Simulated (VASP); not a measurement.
**KCl: electric field gradients with r2SCAN**

The system is KCl.

```
K Cl
1.0
     3.63400    0.00000    0.00000
     0.00000    3.63400    0.00000
     0.00000    0.00000    3.63400
K Cl
1 1
Cartesian
  0.0000 0.0000 0.0000
  1.8170 1.8170 1.8170
```

| Property | Result |
| --- | --- |
| Program | VASP 6.6.1 |
| Task | electric field gradients |
| Functional | r2SCAN |
| Potentials or basis | VASP PAW PBE potentials, release 64 (K_sv, Cl) |
| Cutoff | 520 eV |
| k mesh | 7 × 7 × 7 |
| Occupations | fermi-dirac, width 0.01 eV |
| Spin | no spin polarisation |
| Dipole correction | no |
| Further INCAR settings | ALGO = Normal; EDIFF = 1e-08; NBANDS = 15 |

```json
{
 "Pressure": "3.3 GPa",
 "Band gap on the k mesh": "6.43 eV, indirect (least direct gap 6.64 eV)"
}
```

Levels at points of the mesh, in eV from the valence-band top:
```tsv
k point	band 6	band 7	band 8	band 9	band 10	band 11
(0.00, 0.00, 0.00)	-0.20	-0.20	-0.20	6.43	6.96	6.96
```

Run time: 2.4 min on 1 thread of Intel Xeon 6975P-C, on a shared host, peak memory 0.17 GiB.

Caveat: without QUAD_EFG the Cq values of the log hold for a quadrupole moment of 1 mb, not for the nuclei; the PAW data sets were made with another functional, which shifts forces and pressure a little. r2SCAN opens gaps a little over a GGA but as a rule still falls short of measured ones.
